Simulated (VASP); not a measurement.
Wanted: the native input for a VASP 6.6.1 run.

| Quantity | Value |
| --- | --- |
| Task | single point |
| Functional | HSE06 |
| Potentials or basis | VASP PAW PBE potentials, release 64 (B, As) |
| Cutoff | 520 eV |
| k mesh | 6 × 6 × 6 |
| Occupations | gaussian, width 0.01 eV |
| Spin | no spin polarisation |
| Dipole correction | no |
| Grid for exact exchange (PRECFOCK) | Normal |
| Further INCAR settings | ALGO = Normal; EDIFF = 1e-06; NBANDS = 11 |
| Screening parameter | 0.2079 1/Å |

Crystal: BAs.

```
B As
1.0
     0.00000    2.39187    2.39187
     2.39187    0.00000    2.39187
     2.39187    2.39187    0.00000
B As
1 1
Direct
  0.00000 0.00000 0.00000
  0.25000 0.25000 0.25000
```

The input as run:

POSCAR

```
BAs
1.0
    0.0000000000      2.3918676074      2.3918676074
    2.3918676074      0.0000000000      2.3918676074
    2.3918676074      2.3918676074      0.0000000000
B As
1 1
Direct
    0.0000000000      0.0000000000      0.0000000000
    0.2500000000      0.2500000000      0.2500000000
```

INCAR.step1

```
SYSTEM = BAs
PREC = Accurate
ENCUT = 520
EDIFF = 1E-5
ISMEAR = 0
SIGMA = 0.01
LREAL = .FALSE.
LASPH = .TRUE.
NELM = 100
ALGO = Normal
ISIF = 2
LWAVE = .TRUE.
NBANDS = 11
GGA = PE
```

INCAR.step2

```
SYSTEM = BAs
PREC = Accurate
ENCUT = 520
EDIFF = 1E-6
ISMEAR = 0
SIGMA = 0.01
LREAL = .FALSE.
LASPH = .TRUE.
NELM = 100
ALGO = Normal
ISIF = 2
LWAVE = .FALSE.
LCHARG = .TRUE.
GGA = PE
LHFCALC = .TRUE.
HFSCREEN = 0.2079
PRECFOCK = Normal
LELF = .TRUE.
LVHAR = .TRUE.
NBANDS = 11
ISTART = 1
```

KPOINTS

```
Automatic mesh
0
G
  6 6 6
  0 0 0
```

Potentials or basis: VASP PAW PBE potentials, release 64 (B, As).

Launch:

```bash
$ cat potpaw_PBE.64/B/POTCAR potpaw_PBE.64/As/POTCAR > POTCAR
$ cp INCAR.step1 INCAR
$ mpirun -np 1 vasp_std > vasp.out
$ cp INCAR.step2 INCAR
$ mpirun -np 1 vasp_std > vasp.out
```

Results of the run:

```yaml
Pressure: -1.2 GPa
Band_gap_on_the_k_mesh: 1.95 eV, indirect (least direct gap 4.11 eV)
```

Caveat: the PAW data sets were made with another functional, which shifts forces and pressure a little.

Wall time 4.3 min on 1 thread of Intel(R) Xeon(R) 6975P-C (Granite Rapids), with other jobs on the host, peak memory 0.27 GiB.
